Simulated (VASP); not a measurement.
Runs of VASP 6.6.1 on BaTiO3. The structure is that of space group Pm-3m (No. 221), or close to it. The cells are those of the table. 

```csv
task,level,potentials or basis,cell,cutoff (eV),gap on the mesh (eV),pressure (GPa),relaxed volume (Å³/atom)
relaxation of cell and atoms,PBEsol,"VASP PAW PBE potentials, release 64 (Ba_sv, Ti_sv, O)","relaxed from a = 4.019 Å, 5 atoms",600,1.73,0.0,(b)
single point,PBE,"VASP PAW PBE potentials, release 64 (Ba_sv, Ti_sv, O)","a = 3.994 Å, 5 atoms",520,1.76,5.0,-
relaxation of cell and atoms,LDA,"VASP PAW LDA potentials, release 64 (Ba_sv, Ti_sv, O)","relaxed from a = 4.019 Å, 5 atoms",600,1.73,0.0,12.32
single point,PBEsol,"VASP PAW PBE potentials, release 64 (Ba_sv, Ti_sv, O)","a = 3.970 Å, 5 atoms",520,(c),2.0,-
single point,LDA,"VASP PAW LDA potentials, release 64 (Ba_sv, Ti_sv, O)","a = 3.935 Å, 5 atoms",520,(a),2.6,-
```

Alike in all rows: no spin polarisation; k mesh 6 × 6 × 6; smearing fermi-dirac 0.02 eV.

Q: Fill in the values left out.

A: (a) 1.75; (b) 12.64; (c) 1.74.

Caveats: spin-orbit coupling is left out, which moves the levels of the heavy elements; the PAW data sets were made with another functional, which shifts forces and pressure a little (some runs).

A k mesh can miss the band edges, and the runs leave out spin-orbit coupling on Ba.
